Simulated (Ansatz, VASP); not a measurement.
Two plane-wave programs on TiAl

```
Ti Al
1.0
     3.27190    0.00000    0.00000
     0.00000    3.38742    0.00000
     0.00000    0.00000    3.15608
Ti Al
1 1
Direct
  0.00000 0.00000 0.00000
  0.50000 0.50000 0.50000
```

Change from the starting cell: normal strain along x +0.0367, normal strain along y +0.0733.

Alike in both runs: task single point; functional PBEsol; k mesh 14 × 14 × 14; occupations gaussian, width 0.15 eV; no spin polarisation.

|  | VASP | Ansatz |
| --- | --- | --- |
| version | VASP 6.6.1 | Ansatz 0.2.0 |
| potentials or method | VASP PAW PBE potentials, release 64 (Ti_sv, Al), cutoff 520 eV | scalar-relativistic, plane waves, PAW |
| valence electrons in the cell | 15 | 15 |

|  | VASP | Ansatz | Ansatz less VASP |
| --- | --- | --- | --- |
| gap on the k mesh at the Fermi level (eV) | none | none | - |
| pressure (GPa) | -10.1 | -10.1 | -0.09 |
| traceless stress, the component that is largest in VASP (GPa) | 2.34 | 2.34 | +0.005 |

VASP's potentials were made for PBE, not for PBEsol, and Ansatz warns of the same on its side. A gap of «none» marks a metal or a gap that the smearing closes.
